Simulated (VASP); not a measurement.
A run of VASP 6.6.1 is set up as follows.

INCAR

```
ALGO = Normal
EDIFF = 1E-8
ENCUT = 600
GGA = PS
GGA_COMPAT = F
IBRION = 8
ISIF = 2
ISMEAR = 0
LASPH = T
LCHARG = F
LREAL = F
LWAVE = F
NELM = 120
NSW = 1
PREC = Accurate
SIGMA = 0.01
```

File KPOINTS:

```
k-points
0
Gamma
  10 10 10
```

Contents of POSCAR:

```
Be2C
1.0
    2.1232994964      2.1232994964      0.0000000000
   -2.1232994964      2.1232994964      0.0000000000
    0.0000000000      2.1232994964      2.1232994964
Be C
2 1
Direct
    0.2500000000      0.7500000000      0.5000000000
    0.7500000000      0.2500000000      0.5000000000
    0.0000000000      0.0000000000      0.0000000000
```

Potentials or basis: VASP PAW PBE potentials, release 64 (Be, C).

Command:

```console
$ cat potpaw_PBE.64/Be/POTCAR potpaw_PBE.64/C/POTCAR > POTCAR
$ mpirun -np 1 vasp_std > vasp.out
```

(1) Estimate the highest phonon frequency at Γ.

## Answers

(1) 749 cm⁻¹.

Caveat: the cell stands under pressure or tension, which shifts response properties.
